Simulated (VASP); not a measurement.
Runs of VASP 6.6.1 on Ta. The structure is that of space group Im-3m (No. 229), or close to it. The cells are those of the table. 

```csv
cell,k mesh,smearing,gap on the mesh (eV),pressure (GPa)
"a = 2.845 Å, angles 109.5°, 1 atom",18 × 18 × 18,gaussian 0.1 eV,none,6.4
"a = 2.874 Å, angles 109.5°, 1 atom",14 × 14 × 14,gaussian 0.15 eV,none,0.1
"a = 2.754 Å, angles 109.5°, 1 atom",18 × 18 × 18,gaussian 0.1 eV,none,(b)
"a = 2.961 Å, angles 109.5°, 1 atom",18 × 18 × 18,gaussian 0.1 eV,none,(a)
"a = 2.857 Å, angles 109.5°, 1 atom",20 × 20 × 20,fermi-dirac 0.15 eV,none,4.2
"a = 2.902 Å, angles 109.5°, 1 atom",18 × 18 × 18,gaussian 0.1 eV,none,-5.3
"a = 2.874 Å, angles 109.5°, 1 atom",18 × 18 × 18,gaussian 0.1 eV,none,0.1
"a = 2.877 Å, angles 109.5°, 1 atom",20 × 20 × 20,fermi-dirac 0.15 eV,none,0.1
```

Alike in all rows: task single point; level PBE; potentials or basis VASP PAW PBE potentials, release 64 (Ta_pv); no spin polarisation; cutoff (eV) 520.

**Question.** Fill in the values left out.

**Answer.** (a) -14.6; (b) 32.3.

Caveats: spin-orbit coupling is left out, which moves the levels of the heavy elements.

A k mesh can miss the band edges, and the runs leave out spin-orbit coupling on Ta.

A gap of «none» marks levels without a gap at the run's occupations.
